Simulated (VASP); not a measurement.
Wanted: the native input for a VASP 6.6.1 run.

```
Task                   : single point
Functional             : PBEsol
Potentials or basis    : VASP PAW PBE potentials, release 64 (Sn_d, Se)
Cutoff                 : 520 eV
k mesh                 : 7 × 7 × 7
Occupations            : fermi-dirac, width 0.01 eV
Spin                   : no spin polarisation
Dipole correction      : no
Further INCAR settings : ALGO = Normal; EDIFF = 1e-06; NBANDS = 17
```

The structure of SnSe lies in POSCAR:

```
SnSe
1.0
    0.0000000000      3.0100000000      3.0100000000
    3.0100000000      0.0000000000      3.0100000000
    3.0100000000      3.0100000000      0.0000000000
Sn Se
1 1
Direct
    0.0000000000      0.0000000000      0.0000000000
    0.5000000000      0.5000000000      0.5000000000
```

One way to write it, as run:

INCAR

```
SYSTEM = SnSe
PREC = Accurate
ENCUT = 520
EDIFF = 1E-6
ISMEAR = -1
SIGMA = 0.01
LREAL = .False.
LASPH = .True.
NELM = 60
ALGO = Normal
ISIF = 2
LWAVE = .False.
LCHARG = .True.
GGA = PS
LELF = .True.
LVHAR = .True.
NBANDS = 17
```

KPOINTS

```
Automatic mesh
0
Gamma
  7 7 7
  0 0 0
```

Potentials or basis: VASP PAW PBE potentials, release 64 (Sn_d, Se).

Run with:

```console
$ cat potpaw_PBE.64/Sn_d/POTCAR potpaw_PBE.64/Se/POTCAR > POTCAR
$ mpirun -np 1 vasp_std > vasp.out
```

Results of the run:

The pressure is -1.9 GPa.

Caveat: the PAW data sets were made with another functional, which shifts forces and pressure a little.

Wall time 9.3 s on 1 thread of Intel Xeon 6975P-C, with other jobs on the host, peak memory 0.18 GiB.
